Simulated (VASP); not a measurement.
Set up this calculation in VASP 6.6.1, as the native input.

- Task: relaxation of cell and atoms
- Functional: LDA
- Potentials or basis: VASP PAW LDA potentials, release 64 (Pt)
- Cutoff: 600 eV
- k mesh: 14 × 14 × 14
- Occupations: fermi-dirac, width 0.1 eV
- Spin: no spin polarisation
- Dipole correction: no
- Further INCAR settings: ALGO = Normal; EDIFF = 1e-07; IBRION = 2; EDIFFG = -0.01; NSW = 80; ISIF = 3

The structure of Pt lies in POSCAR:

```
Pt
1.0
   -1.5568832667      1.5568832667      1.5568832667
    1.5568832667     -1.5568832667      1.5568832667
    1.5568832667      1.5568832667     -1.5568832667
Pt
1
Direct
    0.0000000000      0.0000000000      0.0000000000
```

These files were run (other wordings do the same):

INCAR

```
PREC = Accurate
ENCUT = 600
EDIFF = 1E-7
ISMEAR = -1
SIGMA = 0.1
LREAL = False
LASPH = True
NELM = 80
ALGO = Normal
ISIF = 3
LWAVE = False
LCHARG = False
GGA = CA
IBRION = 2
NSW = 80
EDIFFG = -0.01
```

KPOINTS

```
regular mesh
0
Gamma
  14 14 14
```

Potentials or basis: VASP PAW LDA potentials, release 64 (Pt).

The run is started by

```sh
$ cat potpaw_LDA.64/Pt/POTCAR > POTCAR
$ mpirun -np 1 vasp_std > vasp.out
```

It gave:

```yaml
Relaxed_volume: 14.98 Å³/atom
Relaxed_cell: a = 2.690 Å, b = 2.690 Å, c = 2.690 Å, α = 109.47°, β = 109.47°, γ = 109.47°
Space_group_after_relaxing_to_0.05_Å: Im-3m (No. 229)
Energy_gained_by_relaxing: 0.8 meV/atom
Ionic_steps: 3
Pressure_after_relaxing: 0.0 GPa
Band_gap_on_the_k_mesh: zero (band 5 reaches 12.18 eV, above the bottom of band 6 at 9.80 eV)
```

Caveat: spin-orbit coupling is left out, which moves the levels of the heavy elements.

Wall time 10 s on 1 thread of Intel(R) Xeon(R) 6975P-C (Granite Rapids) (shared host), peak memory 0.15 GiB.
